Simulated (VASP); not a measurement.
LiF:

```
Li F
1.0
     0.00000    2.14461    2.14461
     2.14461    0.00000    2.14461
     2.14461    2.14461    0.00000
Li F
1 1
Direct
  0.00000 0.00000 0.00000
  0.25000 0.25000 0.25000
```

Base run:

```yaml
Program: VASP 6.6.1
Functional: PBEsol
Potentials_or_basis: VASP PAW PBE potentials, release 64 (Li_sv, F)
Cutoff: 520 eV
k_mesh: 8 × 8 × 8
Occupations: gaussian, width 0.01 eV
Spin: no spin polarisation
```

Its results: band gap on the k mesh 7.74 eV.

Question: The run is repeated on the same cell with these changes: functional from PBEsol to PBE-based screened hybrid with 15 % exact exchange; k mesh from 8 × 8 × 8 to 4 × 4 × 4. What comes out?

Answer: Band gap on the k mesh 9.45 eV.

Several settings changed at once.

Caveats: some runs use coarse meshes; the structure was generated, so it needn't be the stable form of LiF.

A k mesh can miss the band edges.
